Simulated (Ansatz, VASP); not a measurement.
# Sb: VASP beside Ansatz

POSCAR

```
Sb
1.0
    3.1600000000      0.0000000000      0.0000000000
    0.0000000000      3.3496000000      0.0000000000
    0.0000000000      0.0000000000      3.1600000000
Sb
1
Direct
    0.0000000000      0.0000000000      0.0000000000
```

File INCAR.step1:

```
SYSTEM = Sb
PREC     = Accurate       ! precision mode
ENCUT    = 520            ! plane-wave cutoff, eV
ISMEAR   = 0              ! smearing method
SIGMA    = 0.15           ! smearing width, eV
LREAL    = .False.        ! projectors in reciprocal space
LASPH    = .True.         ! aspherical terms in the spheres
NELM     = 60             ! most SCF steps
NBANDS   = 8              ! bands
GGA      = PE             ! functional
ALGO     = Normal         ! electronic algorithm
EDIFF    = 1E-4           ! SCF threshold, eV
LWAVE    = .True.         ! write WAVECAR
LCHARG   = .False.        ! write CHGCAR
```

INCAR.step2

```
SYSTEM = Sb
PREC     = Accurate       ! precision mode
ENCUT    = 520            ! plane-wave cutoff, eV
EDIFF    = 1E-6           ! SCF threshold, eV
ISMEAR   = 0              ! smearing method
SIGMA    = 0.15           ! smearing width, eV
LREAL    = .False.        ! projectors in reciprocal space
LASPH    = .True.         ! aspherical terms in the spheres
NELM     = 60             ! most SCF steps
ALGO     = Normal         ! electronic algorithm
ISIF     = 2              ! what is computed and relaxed
LWAVE    = .False.        ! write WAVECAR
LCHARG   = .False.        ! write CHGCAR
METAGGA  = R2SCAN         ! meta-GGA
LMIXTAU  = .True.       
NBANDS   = 8              ! bands
ISTART   = 1
```

Contents of KPOINTS:

```
Automatic mesh
0
Gamma
  16 16 16
  0 0 0
```

Input for Ansatz:

```yaml
crystal:
  lattice:
    - [3.16, 0.0, 0.0]
    - [0.0, 3.3496, 0.0]
    - [0.0, 0.0, 3.16]
  atoms:
    - { symbol: Sb, position: [0.0, 0.0, 0.0] }
basis:
  ecutwfc: 500
kpoints:
  mp_grid: { grid: [16, 16, 16] }
hamiltonian:
  xc: r2scan
scf:
  occupations: { method: gaussian, width: 0.15 }
output:
  forces: true
  stress: true
  eigenvalues: true
```

Change from the starting cell: strain +0.0600 x Voigt [0, 1, 0, 0, 0, 0], atoms carried along.

Alike in both runs: task single point; functional r2SCAN; k mesh 16 × 16 × 16; occupations gaussian, width 0.15 eV; no spin polarisation.

|  | VASP | Ansatz |
| --- | --- | --- |
| version | VASP 6.6.1 | Ansatz 0.2.0 |
| potentials or method | VASP PAW PBE potentials, release 64 (Sb), cutoff 520 eV | scalar-relativistic, plane waves, PAW |
| valence electrons in the cell | 5 | 15 |

|  | VASP | Ansatz | Ansatz less VASP |
| --- | --- | --- | --- |
| gap on the k mesh at the Fermi level (eV) | none | none | - |
| pressure (GPa) | -5.5 | -5.5 | +0.03 |
| traceless stress, the component that is largest in VASP (GPa) | -2.46 | -2.46 | +0.004 |

VASP's potentials were made for PBE, not for r2SCAN. A gap of «none» marks a metal or a gap that the smearing closes. VASP's potentials hold 5 valence electrons a cell and Ansatz's 15, so a difference there can come from the potentials and not from the codes.

Spin-orbit coupling is off throughout.
